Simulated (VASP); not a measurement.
A run of VASP 6.6.1 is set up as follows.

POSCAR

```
TePb
1.0
    0.0000000000      3.1749425097      3.3336896352
    3.1749425097      0.0000000000      3.3336896352
    3.1749425097      3.1749425097      0.0000000000
Te Pb
1 1
Direct
    0.5000000000      0.5000000000      0.5000000000
    0.0000000000      0.0000000000      0.0000000000
```

Contents of INCAR.step1:

```
ALGO = Normal ; EDIFF = 1E-4
ENCUT = 520 ; GGA = PE
ISMEAR = 0 ; LASPH = True
LCHARG = False ; LREAL = False
LWAVE = True ; NBANDS = 17
NELM = 60 ; PREC = Accurate
SIGMA = 0.05
```

File INCAR.step2:

```
ALGO = Normal ; EDIFF = 1E-6
ENCUT = 520 ; ISIF = 2
ISMEAR = 0 ; ISTART = 1
LASPH = True ; LCHARG = False
LMIXTAU = True ; LREAL = False
LWAVE = False ; METAGGA = R2SCAN
NBANDS = 17 ; NELM = 60
PREC = Accurate ; SIGMA = 0.05
```

File KPOINTS:

```
k-points
0
Gamma
  8 8 8
```

Potentials or basis: VASP PAW PBE potentials, release 64 (Te, Pb_d).

Run with:

```bash
$ cat potpaw_PBE.64/Te/POTCAR potpaw_PBE.64/Pb_d/POTCAR > POTCAR
$ cp INCAR.step1 INCAR
$ mpirun -np 1 vasp_std > vasp.out
$ cp INCAR.step2 INCAR
$ mpirun -np 1 vasp_std > vasp.out
```

Problem. Predict the pressure.

Solution. 2.0 GPa.

Problem. Estimate the band gap on the k mesh.

Solution. 0.87 eV, direct.

Stress tensor (GPa, compression positive):
```
 3.95  0.00  0.00
 0.00  3.95  0.00
 0.00  0.00 -1.76
```

Caveat: the PAW data sets were made with another functional, which shifts forces and pressure a little; spin-orbit coupling is left out, which moves the levels of the heavy elements. A k mesh can miss the band edges.
